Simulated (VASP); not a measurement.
# La3Tl (Pm-3m) in VASP: a series of runs

La3Tl is run at these levels: LDA; tasks: electric field gradients, single point.

All numbers are computed with VASP 6.6.1; they aren't measurements. Logs are shortened: lines on timing, memory, paths and dates and some standing lists are left out, and cuts for length are marked.

### 1 The cell of the first run

It takes space group Pm-3m (No. 221, cubic). The conventional cell has a = 4.957 Å, b = 4.957 Å, c = 4.957 Å, α = 90.00°, β = 90.00°, γ = 90.00°. La (site symmetry 4/mmm) has 8 La at 3.50 Å and 4 Tl at 3.50 Å within 4.6 Å. Tl (site symmetry m-3m) has 12 La at 3.50 Å within 4.6 Å.

### 2 Electric field gradients, LDA (30.45 Å³/atom)

File INCAR:

```
ALGO = Normal
EDIFF = 1E-8
ENCUT = 520
GGA = CA
ISIF = 2
ISMEAR = -1
LASPH = T
LCHARG = F
LEFG = T
LREAL = F
LWAVE = F
NBANDS = 31
NELM = 60
PREC = Accurate
SIGMA = 0.08
```

File KPOINTS:

```
k-points
0
Gamma
  8 8 8
```

File POSCAR:

```
La3Tl
1.0
    4.9567057101      0.0000000000      0.0000000000
    0.0000000000      4.9567057101      0.0000000000
    0.0000000000      0.0000000000      4.9567057101
La Tl
3 1
Direct
    0.0000000000      0.5000000000      0.5000000000
    0.5000000000      0.0000000000      0.5000000000
    0.5000000000      0.5000000000      0.0000000000
    0.0000000000      0.0000000000      0.0000000000
```

Potentials or basis: VASP PAW LDA potentials, release 64 (La, Tl_d).

Launch:

```
$ cat potpaw_LDA.64/La/POTCAR potpaw_LDA.64/Tl_d/POTCAR > POTCAR
$ mpirun -np 1 vasp_std > vasp.out
```

OUTCAR:

```text
EDIFF = 1E-8
   ENCUT = 520
   GGA = CA
   ISIF = 2
   ISMEAR = -1
   LASPH = T
   LREAL = F
   NELM = 60
   PREC = Accurate

 ion  position               nearest neighbor table
   1  0.000  0.500  0.500-   2 3.50   3 3.50   4 3.50   3 3.50   4 3.50   2 3.50   4 3.50   4 3.50
                             2 3.50   3 3.50   3 3.50   2 3.50
   2  0.500  0.000  0.500-   1 3.50   3 3.50   4 3.50   3 3.50   4 3.50   1 3.50   3 3.50   3 3.50
                             1 3.50   4 3.50   4 3.50   1 3.50
   3  0.500  0.500  0.000-   1 3.50   2 3.50   4 3.50   1 3.50   2 3.50   2 3.50   4 3.50   2 3.50
                             1 3.50   4 3.50   1 3.50   4 3.50
   4  0.000  0.000  0.000-   1 3.50   2 3.50   3 3.50   1 3.50   2 3.50   1 3.50   3 3.50   1 3.50
                             2 3.50   3 3.50   2 3.50   3 3.50

  LATTYP: Found a simple cubic cell.
 ALAT       =     4.9567057101

  Lattice vectors:

 A1 = (   4.9567057101,   0.0000000000,   0.0000000000)
 A2 = (   0.0000000000,   4.9567057101,   0.0000000000)
 A3 = (   0.0000000000,   0.0000000000,   4.9567057101)

Analysis of symmetry for initial positions (statically):
=====================================================================
 Subroutine PRICEL returns:
 Original cell was already a primitive cell.

 Routine SETGRP: Setting up the symmetry group for a
 simple cubic supercell.

 Subroutine GETGRP returns: Found 48 space group operations
 (whereof 48 operations were pure point group operations)
 out of a pool of 48 trial point group operations.

The static configuration has the point symmetry O_h .

Analysis of symmetry for dynamics (positions and initial velocities):
=====================================================================
 Subroutine PRICEL returns:
 Original cell was already a primitive cell.

 Routine SETGRP: Setting up the symmetry group for a
 simple cubic supercell.

 Subroutine GETGRP returns: Found 48 space group operations
 (whereof 48 operations were pure point group operations)
 out of a pool of 48 trial point group operations.

The dynamic configuration has the point symmetry O_h .

 Subroutine INISYM returns: Found 48 space group operations
 (whereof 48 operations are pure point group operations),
 and found     1 'primitive' translations

----------------------------------------------------------------------------------------

                                     Primitive cell

  volume of cell :     121.7810

  direct lattice vectors                    reciprocal lattice vectors
     4.956705710  0.000000000  0.000000000     0.201746898  0.000000000  0.000000000
     0.000000000  4.956705710  0.000000000     0.000000000  0.201746898  0.000000000
     0.000000000  0.000000000  4.956705710     0.000000000  0.000000000  0.201746898

  length of vectors
     4.956705710  4.956705710  4.956705710     0.201746898  0.201746898  0.201746898

  position of ions in fractional coordinates (direct lattice)
     0.000000000  0.500000000  0.500000000
     0.500000000  0.000000000  0.500000000
     0.500000000  0.500000000  0.000000000
     0.000000000  0.000000000  0.000000000

  ion indices of the primitive-cell ions
   primitive index   ion index
                 1           1
                 2           2
                 3           3
                 4           4

----------------------------------------------------------------------------------------

 KPOINTS: k-points

Automatic generation of k-mesh.
 Grid dimensions read from file:
 generate k-points for:    8    8    8

 Generating k-lattice:

  Cartesian coordinates                     Fractional coordinates (reciprocal lattice)
     0.025218362  0.000000000  0.000000000     0.125000000  0.000000000  0.000000000
     0.000000000  0.025218362  0.000000000     0.000000000  0.125000000  0.000000000
     0.000000000  0.000000000  0.025218362     0.000000000  0.000000000  0.125000000

  Length of vectors
     0.025218362  0.025218362  0.025218362

  Shift w.r.t. Gamma in fractional coordinates (k-lattice)
     0.000000000  0.000000000  0.000000000

 Subroutine IBZKPT returns following result:
 ===========================================

 Found     35 irreducible k-points:

 Following reciprocal coordinates:
            Coordinates               Weight
  0.000000  0.000000  0.000000      1.000000
  0.125000  0.000000  0.000000      6.000000
  0.250000  0.000000  0.000000      6.000000
  0.375000  0.000000  0.000000      6.000000
  0.500000  0.000000  0.000000      3.000000
  0.125000  0.125000  0.000000     12.000000
[... 16 lines left out ...]
  0.375000  0.375000  0.125000     24.000000
  0.500000  0.375000  0.125000     24.000000
 [... further k-points ...]
   k-points           NKPTS =     35   k-points in BZ     NKDIM =     35   number of bands    NBANDS=     31
   number of dos      NEDOS =    301   number of ions     NIONS =      4
   total plane-waves  NPLWV =  64000
   dimension x,y,z NGX =    40 NGY =   40 NGZ =   40
   dimension x,y,z NGXF=    80 NGYF=   80 NGZF=   80
   ions per type =               3   1
   NGX,Y,Z   is equivalent  to a cutoff of  13.42, 13.42, 13.42 a.u.
   NGXF,Y,Z  is equivalent  to a cutoff of  26.83, 26.83, 26.83 a.u.
 SYSTEM =  unknown system
   PREC   = accura    normal or accurate (medium, high low for compatibility)
   ISTART =      0    job   : 0-new  1-cont  2-samecut
   ICHARG =      2    charge: 1-file 2-atom 10-const
   ISPIN  =      1    spin polarized calculation?
   LNONCOLLINEAR =      F non collinear calculations
   LSORBIT =      F    spin-orbit coupling
   LASPH  =      T    aspherical Exc in radial PAW
   ENCUT  =  520.0 eV  38.22 Ry    6.18 a.u.   9.22  9.22  9.22*2*pi/ulx,y,z
   NELM   =     60;   NELMIN=  2; NELMDL= -5     # of ELM steps
   EDIFF  = 0.1E-07   stopping-criterion for ELM
   LREAL  =      F    real-space projection
   EDIFFG = 0.1E-06   stopping-criterion for IOM
   NSW    =      0    number of steps for IOM
   IBRION =     -1    ionic relax: 0-MD 1-quasi-New 2-CG
   NFREE  =      0    steps in history (QN), initial steepest desc. (CG)
   ISIF   =      2    stress and relaxation
   ISYM   =      2    0-nonsym 1-usesym 2-fastsym
   POTIM  = 0.5000    time-step for ionic-motion
   TEBEG  =    0.0;   TEEND  =   0.0 temperature during run
   PSTRESS=    0.0 pullay stress
   NELECT =      46.0000    total number of electrons
   NUPDOWN=      -1.0000    fix difference up-down
   EMIN   =  10.00;   EMAX   =-10.00  energy-range for DOS
   EFERMI =   0.00;   METHOD = LEGACY
   ISMEAR =    -1;   SIGMA  =   0.08  broadening in eV -4-tet -1-fermi 0-gaus
   EFERMI_NEDOS =   21; number of points for ismear=-14 and -15
   IALGO  =     38    algorithm
   IMIX   =      4    mixing-type and parameters
     AMIX     =   0.40;   BMIX     =  1.00
     AMIX_MAG =   1.60;   BMIX_MAG =  1.00
  volume/ion in A,a.u.               =      30.45       205.45
  Fermi-wavevector in a.u.,A,eV,Ry     =   1.183407  2.236316 19.054323  1.400453
  Thomas-Fermi vector in A             =   2.319642
   LORBIT       =      0    0 simple, 1 ext, 2 COOP (PROOUT), +10 PAW based schemes
   GGA     = CA    functional components
   LHFCALC =     F    Hartree Fock is set to
   AEXX    =    0.0000 exact exchange contribution
   IVDW    =     0    specifies the selected vdW correction
   LEPSILON=     F    determine dielectric tensor
   LRPA    =     F    only Hartree local field effects (RPA)
 non-spin polarized calculation
  energy-cutoff  :      520.00
  volume of cell :      121.78
 maximum number of plane-waves:      3328
 NGX is ok and might be reduce to    40
   NGX = 19   NGY = 19   NGZ = 19

 number of electron      45.9999999 magnetization

 Free energy of the ion-electron system (eV)
  ---------------------------------------------------
  ext. energy  EPLUGINS =         0.00000000
  ---------------------------------------------------
  free energy    TOTEN  =       -20.94773124 eV

  energy without entropy =      -20.83207404  energy(sigma->0) =      -20.88990264

 E-fermi :   8.7350     XC(G=0): -10.5183

 val. band max:        8.7326299761   @ k =   0.2500   0.2500   0.2500
 cond. band min:       8.7388668656   @ k =   0.5000   0.3750   0.2500
 fundamental gap:      0.0062368895
 Fermi energy:         8.7350163644

 k-point     1 :       0.0000    0.0000    0.0000
  band No.  band energies     occupation
      1     -23.9511      2.00000
      2     -23.5334      2.00000
      3     -23.5334      2.00000
      4      -8.3526      2.00000
      5      -8.3526      2.00000
      6      -8.3526      2.00000
[... 23 lines left out ...]
     30      10.5440      0.00000
     31      10.5534      0.00000

 k-point     2 :       0.1250    0.0000    0.0000
  band No.  band energies     occupation
      1     -23.9374      2.00000
      2     -23.5480      2.00000
      3     -23.5331      2.00000
      4      -8.3224      2.00000
      5      -8.3224      2.00000
      6      -8.3079      2.00000
[... 23 lines left out ...]
     30      10.5455      0.00000
     31      10.5548      0.00000

 k-point     3 :       0.2500    0.0000    0.0000
  band No.  band energies     occupation
      1     -23.8993      2.00000
      2     -23.5882      2.00000
      3     -23.5324      2.00000
      4      -8.2404      2.00000
      5      -8.2404      2.00000
      6      -8.1763      2.00000
[... 23 lines left out ...]
     30      10.5249      0.00000
     31      10.5278      0.00000

 k-point     4 :       0.3750    0.0000    0.0000
  band No.  band energies     occupation
      1     -23.8472      2.00000
      2     -23.6424      2.00000
      3     -23.5317      2.00000
      4      -8.1372      2.00000
      5      -8.1372      2.00000
      6      -7.9672      2.00000
[... 635 lines left out ...]
     30      10.5010      0.00000
     31      10.5193      0.00000

 k-point    23 :       0.3750    0.3750    0.1250
  band No.  band energies     occupation
      1     -23.7546      2.00000
      2     -23.6523      2.00000
      3     -23.6119      2.00000
      4      -8.4254      2.00000
      5      -8.1480      2.00000
      6      -7.8018      2.00000
[... 23 lines left out ...]
     30      10.4447      0.00000
     31      10.4564      0.00000

 k-point    24 :       0.5000    0.3750    0.1250
  band No.  band energies     occupation
      1     -23.7229      2.00000
      2     -23.6727      2.00000
      3     -23.6227      2.00000
      4      -8.4194      2.00000
      5      -8.2210      2.00000
      6      -7.8103      2.00000
[... 23 lines left out ...]
     30      10.4144      0.00000
     31      10.4437      0.00000

 [... further k-points ...]

------------------------ aborting loop because EDIFF is reached ----------------------------------------

  FORCE on cell =-STRESS in cart. coord.  units (eV):
  Direction    XX          YY          ZZ          XY          YZ          ZX
  --------------------------------------------------------------------------------------
  -------------------------------------------------------------------------------------
  Total       -0.9826857     -0.9826857     -0.9826857      0.0000000      0.0000000     -0.0000000
  in kB      -12.9284312    -12.9284312    -12.9284312      0.0000000      0.0000000     -0.0000000
  external PRESSURE =     -12.9284312 kB  Pullay stress =       0.0000000 kB

 VOLUME and BASIS-vectors are now :
 -----------------------------------------------------------------------------
  energy-cutoff  :      520.00
  volume of cell :      121.78
      direct lattice vectors                 reciprocal lattice vectors
     4.956705710  0.000000000  0.000000000     0.201746898  0.000000000  0.000000000
     0.000000000  4.956705710  0.000000000     0.000000000  0.201746898  0.000000000
     0.000000000  0.000000000  4.956705710     0.000000000  0.000000000  0.201746898

 POSITION                                       TOTAL-FORCE (eV/Angst)
 -----------------------------------------------------------------------------------
      0.00000      2.47835      2.47835         0.000000      0.000000      0.000000
      2.47835      0.00000      2.47835         0.000000      0.000000      0.000000
      2.47835      2.47835      0.00000         0.000000      0.000000      0.000000
      0.00000      0.00000      0.00000         0.000000      0.000000      0.000000
 -----------------------------------------------------------------------------------
    total drift:                                0.000000     -0.000000     -0.000000

  FREE ENERGIE OF THE ION-ELECTRON SYSTEM (eV)
  ---------------------------------------------------
  free  energy   TOTEN  =       -20.9477312429 eV

  energy  without entropy=      -20.8320740440  energy(sigma->0) =      -20.88990264

 Electric field gradients (V/A^2)
---------------------------------------------------------------------
 ion       V_xx      V_yy      V_zz      V_xy      V_xz      V_yz
---------------------------------------------------------------------
   1     149.059   -74.530   -74.530     0.000     0.000     0.000
   2     -74.530   149.059   -74.530     0.000     0.000    -0.000
   3     -74.530   -74.530   149.059     0.000     0.000    -0.000
   4       0.000    -0.000    -0.000     0.000     0.000    -0.000
---------------------------------------------------------------------

 Electric field gradients after diagonalization (V/A^2)
 (convention: |V_zz| > |V_xx| > |V_yy|)
----------------------------------------------------------------------
 ion       V_xx      V_yy      V_zz     asymmetry (V_yy - V_xx)/ V_zz
----------------------------------------------------------------------
   1     -74.530   -74.530   149.059       0.000
   2     -74.530   -74.530   149.059       0.000
   3     -74.530   -74.530   149.059       0.000
   4      -0.000     0.000    -0.000      -0.094
----------------------------------------------------------------------

           NMR quadrupolar parameters

 Cq : quadrupolar parameter    Cq=e*Q*V_zz/h
 eta: asymmetry parameters     (V_yy - V_xx)/ V_zz
 Q  : nuclear electric quadrupole moment in mb (millibarn)
----------------------------------------------------------------------
 ion       Cq(MHz)       eta       Q (mb)
----------------------------------------------------------------------
   1       0.360       0.000       1.000
   2       0.360       0.000       1.000
   3       0.360       0.000       1.000
   4      -0.000      -0.094       1.000
----------------------------------------------------------------------
```

Wall time 80 s (1 thread of Intel Xeon 6975P-C (Granite Rapids), shared host); peak memory 0.28 GiB.

Results:

* Free energy: -20.9477 eV
* Pressure: -1.3 GPa
* Band gap on the k mesh: zero (bands 23 and 24 overlap by 1.21 eV)
* Largest electric field gradient by atom: La +149.1; Tl -0.0 V/Å²

Levels at points of the mesh, in eV from the Fermi level:
```
           k point  band 20  band 21  band 22  band 23  band 24  band 25  band 26  band 27
(0.00, 0.00, 0.00)    -0.90    -0.90    -0.90    -0.82    -0.82     0.83     0.83     0.83
(0.50, 0.00, 0.00)    -1.20    -0.79    -0.79    -0.70     0.75     1.09     1.10     1.25
(0.50, 0.50, 0.00)    -1.31    -1.31    -0.12    -0.12     0.33     0.72     1.07     1.07
(0.50, 0.50, 0.50)    -1.06    -1.06     0.39     0.39     0.39     1.19     1.38     1.38
```

Electric field gradients, principal values (V/Å²):
| atom | least | middle | greatest (by size) |
| --- | --- | --- | --- |
| 1 La | -74.530 | -74.530 | 149.059 |
| 2 La | -74.530 | -74.530 | 149.059 |
| 3 La | -74.530 | -74.530 | 149.059 |
| 4 Tl | 0.000 | 0.000 | 0.000 |

Caveat: without QUAD_EFG the Cq values of the log hold for a quadrupole moment of 1 mb, not for the nuclei; spin-orbit coupling is left out, which moves the levels of the heavy elements.

(Continued in part 2 of 2.)
